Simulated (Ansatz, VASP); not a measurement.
# Two plane-wave programs on SnPb2O3

```xyz
6
Lattice="4.4994 0.0000 0.0000 -2.2497 3.8966 0.0000 0.0000 0.0000 8.2284" Properties=species:S:1:pos:R:3 pbc="T T T"
Sn    2.2497    1.2989    0.0000
Pb    2.2497    1.2989    4.1142
Pb    0.0000    0.0000    4.1142
O     0.0000    2.5978    4.1142
O     2.2497    1.2989    2.0697
O     2.2497    1.2989    6.1587
```

Alike in both runs: task single point; functional PBE; k mesh 6 × 6 × 2; occupations gaussian, width 0.1 eV; no spin polarisation.

|  | VASP | Ansatz |
| --- | --- | --- |
| version | VASP 6.6.1 | Ansatz 0.2.0 |
| potentials or method | VASP PAW PBE potentials, release 64 (Sn_d, Pb_d, O), cutoff 520 eV | scalar-relativistic, plane waves, PAW |
| valence electrons in the cell | 60 | 60 |

Ansatz gave:

```
gap on the k mesh at the Fermi level (eV)                     : none
pressure (GPa)                                                : 15.0
traceless stress, the component that is largest in VASP (GPa) : -2.21
rms of the force components (eV/Å)                            : 0.896
```

Q: Which values does VASP return?

A: gap on the k mesh at the Fermi level (eV): none; pressure (GPa): 15.0; traceless stress, the component that is largest in VASP (GPa): -1.93; rms of the force components (eV/Å): 0.893.

Atom by atom the forces differ by 0.003 eV/Å (rms over components). A gap of «none» marks a metal or a gap that the smearing closes.

The k mesh is coarse, so the values compare programs but aren't converged. Neither program's run includes spin-orbit coupling.
